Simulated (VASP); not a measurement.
A run of VASP 6.6.1 is set up as follows.

The input INCAR:

```
SYSTEM = CdSe
  ALGO = Normal
  EDIFF = 1E-7
  ENCUT = 520
  ISIF = 2
  ISMEAR = -1
  LASPH = .True.
  LCHARG = .False.
  LREAL = .False.
  LWAVE = .False.
  NBANDS = 16
  NELM = 100
  PREC = Accurate
  SIGMA = 0.03
```

File KPOINTS:

```
k-points
0
Gamma
  8 8 8
  0 0 0
```

Contents of POSCAR:

```
CdSe
1.0
    0.0000000000      3.0395684866      3.0702711986
    3.0395684866      0.0000000000      3.0702711986
    3.0395684866      3.0395684866      0.0000000000
Cd Se
1 1
Direct
    0.0000000000      0.0000000000      0.0000000000
    0.2500000000      0.2500000000      0.2500000000
```

Potentials or basis: VASP PAW LDA potentials, release 64 (Cd, Se).

Command:

```sh
$ cat potpaw_LDA.64/Cd/POTCAR potpaw_LDA.64/Se/POTCAR > POTCAR
$ mpirun -np 1 vasp_std > vasp.out
```

Task: What does it give for the pressure?

Result: -2.0 GPa.

Task: What does it give for the band gap on the k mesh?

Result: 0.33 eV, direct.

Stress tensor (GPa, compression positive):
```
-1.90  0.00  0.00
 0.00 -1.90  0.00
 0.00  0.00 -2.11
```

Caveat: the cell differs from its parent crystal (equal xx and yy strain of -1 %).
